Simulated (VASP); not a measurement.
# KF (Fm-3m) in VASP: single point with PBE

Aim: the single point of KF with PBE.

Program: VASP 6.6.1. These are calculated values, not measurements. Logs are shortened: lines on timing, memory, paths and dates and some standing lists are left out, and cuts for length are marked.

### 1 The cell of the first run

The structure is cubic, space group Fm-3m (No. 225). The conventional cell has a = 5.664 Å, b = 5.664 Å, c = 5.664 Å, α = 90.00°, β = 90.00°, γ = 90.00°. Within 3.7 Å of K (site symmetry m-3m) lie 6 F at 2.83 Å. Within 3.7 Å of F (site symmetry m-3m) lie 6 K at 2.83 Å.

### 2 Single point, PBE (Br replaced by F, lengths x 0.883, strained)

Input file INCAR:

```
ALGO = Normal ; EDIFF = 1E-6
ENCUT = 520 ; GGA = PE
ISIF = 2 ; ISMEAR = 0
LASPH = True ; LCHARG = False
LREAL = False ; LWAVE = False
NBANDS = 15 ; NELM = 60
PREC = Accurate ; SIGMA = 0.02
```

Input file KPOINTS:

```
k-points
0
Gamma
  8 8 8
```

Input file POSCAR:

```
KF
1.0
    0.0000000000      2.8318315037      2.8318315037
    2.8318315037      0.0000000000      2.8318315037
    2.8318315037      2.8318315037      0.0000000000
K F
1 1
Direct
    0.0000000000      0.0000000000      0.0000000000
    0.5000000000      0.5000000000      0.5000000000
```

Potentials or basis: VASP PAW PBE potentials, release 64 (K_sv, F).

Command:

```
$ cat potpaw_PBE.64/K_sv/POTCAR potpaw_PBE.64/F/POTCAR > POTCAR
$ mpirun -np 1 vasp_std > vasp.out
```

OUTCAR:

```text
EDIFF = 1E-6
   ENCUT = 520
   GGA = PE
   ISIF = 2
   ISMEAR = 0
   LASPH = True
   LREAL = False
   NELM = 60
   PREC = Accurate

 ion  position               nearest neighbor table
   1  0.000  0.000  0.000-   2 2.83   2 2.83   2 2.83   2 2.83   2 2.83   2 2.83
   2  0.500  0.500  0.500-   1 2.83   1 2.83   1 2.83   1 2.83   1 2.83   1 2.83

  LATTYP: Found a face centered cubic cell.
 ALAT       =     5.6636630074

  Lattice vectors:

 A1 = (   0.0000000000,   2.8318315037,   2.8318315037)
 A2 = (   2.8318315037,   0.0000000000,   2.8318315037)
 A3 = (   2.8318315037,   2.8318315037,   0.0000000000)

Analysis of symmetry for initial positions (statically):
=====================================================================
 Subroutine PRICEL returns:
 Original cell was already a primitive cell.

 Routine SETGRP: Setting up the symmetry group for a
 face centered cubic supercell.

 Subroutine GETGRP returns: Found 48 space group operations
 (whereof 48 operations were pure point group operations)
 out of a pool of 48 trial point group operations.

The static configuration has the point symmetry O_h .

Analysis of symmetry for dynamics (positions and initial velocities):
=====================================================================
 Subroutine PRICEL returns:
 Original cell was already a primitive cell.

 Routine SETGRP: Setting up the symmetry group for a
 face centered cubic supercell.

 Subroutine GETGRP returns: Found 48 space group operations
 (whereof 48 operations were pure point group operations)
 out of a pool of 48 trial point group operations.

The dynamic configuration has the point symmetry O_h .

 Subroutine INISYM returns: Found 48 space group operations
 (whereof 48 operations are pure point group operations),
 and found     1 'primitive' translations

----------------------------------------------------------------------------------------

                                     Primitive cell

  volume of cell :      45.4184

  direct lattice vectors                    reciprocal lattice vectors
     0.000000000  2.831831504  2.831831504    -0.176564177  0.176564177  0.176564177
     2.831831504  0.000000000  2.831831504     0.176564177 -0.176564177  0.176564177
     2.831831504  2.831831504  0.000000000     0.176564177  0.176564177 -0.176564177

  length of vectors
     4.004814519  4.004814519  4.004814519     0.305818126  0.305818126  0.305818126

  position of ions in fractional coordinates (direct lattice)
     0.000000000  0.000000000  0.000000000
     0.500000000  0.500000000  0.500000000

  ion indices of the primitive-cell ions
   primitive index   ion index
                 1           1
                 2           2

----------------------------------------------------------------------------------------

 KPOINTS: k-points

Automatic generation of k-mesh.
 Grid dimensions read from file:
 generate k-points for:    8    8    8

 Generating k-lattice:

  Cartesian coordinates                     Fractional coordinates (reciprocal lattice)
    -0.022070522  0.022070522  0.022070522     0.125000000  0.000000000  0.000000000
     0.022070522 -0.022070522  0.022070522     0.000000000  0.125000000  0.000000000
     0.022070522  0.022070522 -0.022070522     0.000000000  0.000000000  0.125000000

  Length of vectors
     0.038227266  0.038227266  0.038227266

  Shift w.r.t. Gamma in fractional coordinates (k-lattice)
     0.000000000  0.000000000  0.000000000

 Subroutine IBZKPT returns following result:
 ===========================================

 Found     29 irreducible k-points:

 Following reciprocal coordinates:
            Coordinates               Weight
  0.000000  0.000000  0.000000      1.000000
  0.125000  0.000000  0.000000      8.000000
  0.250000  0.000000  0.000000      8.000000
  0.375000  0.000000  0.000000      8.000000
  0.500000  0.000000  0.000000      4.000000
  0.125000  0.125000  0.000000      6.000000
[... 16 lines left out ...]
  0.500000  0.250000  0.125000     48.000000
 -0.375000  0.250000  0.125000     24.000000
 [... further k-points ...]
   k-points           NKPTS =     29   k-points in BZ     NKDIM =     29   number of bands    NBANDS=     15
   number of dos      NEDOS =    301   number of ions     NIONS =      2
   total plane-waves  NPLWV =  27000
   dimension x,y,z NGX =    30 NGY =   30 NGZ =   30
   dimension x,y,z NGXF=    60 NGYF=   60 NGZF=   60
   ions per type =               1   1
   NGX,Y,Z   is equivalent  to a cutoff of  12.45, 12.45, 12.45 a.u.
   NGXF,Y,Z  is equivalent  to a cutoff of  24.91, 24.91, 24.91 a.u.
 SYSTEM =  unknown system
   PREC   = accura    normal or accurate (medium, high low for compatibility)
   ISTART =      0    job   : 0-new  1-cont  2-samecut
   ICHARG =      2    charge: 1-file 2-atom 10-const
   ISPIN  =      1    spin polarized calculation?
   LNONCOLLINEAR =      F non collinear calculations
   LSORBIT =      F    spin-orbit coupling
   LASPH  =      T    aspherical Exc in radial PAW
   ENCUT  =  520.0 eV  38.22 Ry    6.18 a.u.   7.45  7.45  7.45*2*pi/ulx,y,z
   NELM   =     60;   NELMIN=  2; NELMDL= -5     # of ELM steps
   EDIFF  = 0.1E-05   stopping-criterion for ELM
   LREAL  =      F    real-space projection
   EDIFFG = 0.1E-04   stopping-criterion for IOM
   NSW    =      0    number of steps for IOM
   IBRION =     -1    ionic relax: 0-MD 1-quasi-New 2-CG
   NFREE  =      0    steps in history (QN), initial steepest desc. (CG)
   ISIF   =      2    stress and relaxation
   ISYM   =      2    0-nonsym 1-usesym 2-fastsym
   POTIM  = 0.5000    time-step for ionic-motion
   TEBEG  =    0.0;   TEEND  =   0.0 temperature during run
   PSTRESS=    0.0 pullay stress
   NELECT =      16.0000    total number of electrons
   NUPDOWN=      -1.0000    fix difference up-down
   EMIN   =  10.00;   EMAX   =-10.00  energy-range for DOS
   EFERMI =   0.00;   METHOD = LEGACY
   ISMEAR =     0;   SIGMA  =   0.02  broadening in eV -4-tet -1-fermi 0-gaus
   EFERMI_NEDOS =   21; number of points for ismear=-14 and -15
   IALGO  =     38    algorithm
   IMIX   =      4    mixing-type and parameters
     AMIX     =   0.40;   BMIX     =  1.00
     AMIX_MAG =   1.60;   BMIX_MAG =  1.00
  volume/ion in A,a.u.               =      22.71       153.25
  Fermi-wavevector in a.u.,A,eV,Ry     =   1.156212  2.184924 18.188620  1.336826
  Thomas-Fermi vector in A             =   2.292834
   LORBIT       =      0    0 simple, 1 ext, 2 COOP (PROOUT), +10 PAW based schemes
   GGA     = PE    functional components
   LHFCALC =     F    Hartree Fock is set to
   AEXX    =    0.0000 exact exchange contribution
   IVDW    =     0    specifies the selected vdW correction
   LEPSILON=     F    determine dielectric tensor
   LRPA    =     F    only Hartree local field effects (RPA)
 non-spin polarized calculation
 Gauss-broadening in eV      SIGMA  =   0.02
  energy-cutoff  :      520.00
  volume of cell :       45.42
 maximum number of plane-waves:      1243
 NGX is ok and might be reduce to    30
   NGX = 15   NGY = 15   NGZ = 15

 number of electron      16.0000016 magnetization

 Free energy of the ion-electron system (eV)
  ---------------------------------------------------
  ext. energy  EPLUGINS =         0.00000000
  ---------------------------------------------------
  free energy    TOTEN  =        -8.24955514 eV

  energy without entropy =       -8.24955514  energy(sigma->0) =       -8.24955514

 E-fermi :  -3.0094     XC(G=0):  -7.6463

 val. band max:       -3.1978226382   @ k =   0.0000   0.0000   0.0000
 cond. band min:       2.1398444529   @ k =   0.0000   0.0000   0.0000
 fundamental gap:      5.3376670912
 Fermi energy:        -3.0093625910

 k-point     1 :       0.0000    0.0000    0.0000
  band No.  band energies     occupation
      1     -29.8663      2.00000
      2     -21.7656      2.00000
      3     -13.2103      2.00000
      4     -13.2103      2.00000
      5     -13.2103      2.00000
      6      -3.1978      2.00000
      7      -3.1978      2.00000
      8      -3.1978      2.00000
      9       2.1398      0.00000
     10       6.9647      0.00000
     11       6.9647      0.00000
     12       6.9647      0.00000
     13       8.4210      0.00000
     14       8.4210      0.00000
     15      12.5833      0.00000

 k-point     2 :       0.1250    0.0000    0.0000
  band No.  band energies     occupation
      1     -29.8604      2.00000
      2     -21.7697      2.00000
      3     -13.2376      2.00000
      4     -13.2142      2.00000
      5     -13.2142      2.00000
      6      -3.3068      2.00000
      7      -3.2323      2.00000
      8      -3.2323      2.00000
      9       2.5113      0.00000
     10       6.7238      0.00000
     11       7.1386      0.00000
     12       7.1386      0.00000
     13       8.5193      0.00000
     14       8.5193      0.00000
     15      13.2122      0.00000

 k-point     3 :       0.2500    0.0000    0.0000
  band No.  band energies     occupation
      1     -29.8459      2.00000
      2     -21.7796      2.00000
      3     -13.3031      2.00000
      4     -13.2236      2.00000
      5     -13.2236      2.00000
      6      -3.5389      2.00000
      7      -3.3141      2.00000
      8      -3.3141      2.00000
      9       3.4685      0.00000
     10       6.3320      0.00000
     11       7.5584      0.00000
     12       7.5584      0.00000
     13       8.8532      0.00000
     14       8.8532      0.00000
     15      13.7260      0.00000
[... 343 lines left out ...]
 k-point    23 :       0.5000    0.2500    0.1250
  band No.  band energies     occupation
      1     -29.8246      2.00000
      2     -21.7811      2.00000
      3     -13.3817      2.00000
      4     -13.3246      2.00000
      5     -13.2531      2.00000
      6      -3.6485      2.00000
      7      -3.4060      2.00000
      8      -3.3425      2.00000
      9       5.0730      0.00000
     10       5.8294      0.00000
     11       7.6717      0.00000
     12       8.5070      0.00000
     13       9.2496      0.00000
     14      10.0830      0.00000
     15      11.1860      0.00000

 k-point    24 :      -0.3750    0.2500    0.1250
  band No.  band energies     occupation
      1     -29.8199      2.00000
      2     -21.7821      2.00000
      3     -13.4070      2.00000
      4     -13.3336      2.00000
      5     -13.2592      2.00000
      6      -3.6560      2.00000
      7      -3.4070      2.00000
      8      -3.4023      2.00000
      9       5.4885      0.00000
     10       6.0243      0.00000
     11       7.5429      0.00000
     12       8.6053      0.00000
     13       9.6296      0.00000
     14      10.4030      0.00000
     15      10.4725      0.00000

 [... further k-points ...]
[... 5 lines left out ...]
  --------------------------------------------------------------------------------------
  -------------------------------------------------------------------------------------
  Total       -0.8032988     -0.8032988     -0.8032988      0.0000000     -0.0000000      0.0000000
  in kB      -28.3371043    -28.3371043    -28.3371043      0.0000000     -0.0000000      0.0000000
  external PRESSURE =     -28.3371043 kB  Pullay stress =       0.0000000 kB

 VOLUME and BASIS-vectors are now :
 -----------------------------------------------------------------------------
  energy-cutoff  :      520.00
  volume of cell :       45.42
      direct lattice vectors                 reciprocal lattice vectors
     0.000000000  2.831831504  2.831831504    -0.176564177  0.176564177  0.176564177
     2.831831504  0.000000000  2.831831504     0.176564177 -0.176564177  0.176564177
     2.831831504  2.831831504  0.000000000     0.176564177  0.176564177 -0.176564177

 POSITION                                       TOTAL-FORCE (eV/Angst)
 -----------------------------------------------------------------------------------
      0.00000      0.00000      0.00000         0.000000     -0.000000      0.000000
      2.83183      2.83183      2.83183        -0.000000      0.000000     -0.000000
 -----------------------------------------------------------------------------------
    total drift:                                0.000000      0.000000      0.000000

  FREE ENERGIE OF THE ION-ELECTRON SYSTEM (eV)
  ---------------------------------------------------
  free  energy   TOTEN  =        -8.2495551394 eV

  energy  without entropy=       -8.2495551394  energy(sigma->0) =       -8.24955514
```

Run time: 17 s. Hardware: 1 thread of Intel Xeon Platinum 8488C (Sapphire Rapids), shared host; peak memory 0.17 GiB.

What came out:

| Item | Value |
| --- | --- |
| Free energy | -8.2496 eV |
| Pressure | -2.8 GPa |
| Band gap on the k mesh | 5.34 eV, direct |

Levels at points of the mesh, in eV from the valence-band top:
```
           k point  band 4  band 5  band 6  band 7  band 8  band 9  band 10  band 11  band 12  band 13
(0.00, 0.00, 0.00)  -10.01  -10.01    0.00    0.00    0.00    5.34    10.16    10.16    10.16    11.62
(0.50, 0.00, 0.00)  -10.04  -10.04   -0.62   -0.23   -0.23    8.33     9.38    11.25    11.25    13.19
(0.50, 0.50, 0.00)  -10.13  -10.13   -0.26   -0.08   -0.08    8.00     9.36    10.49    12.68    13.16
```

Caveat: the cell differs from its parent crystal (Br replaced by F, lengths x 0.883, strained). A k mesh can miss the band edges.
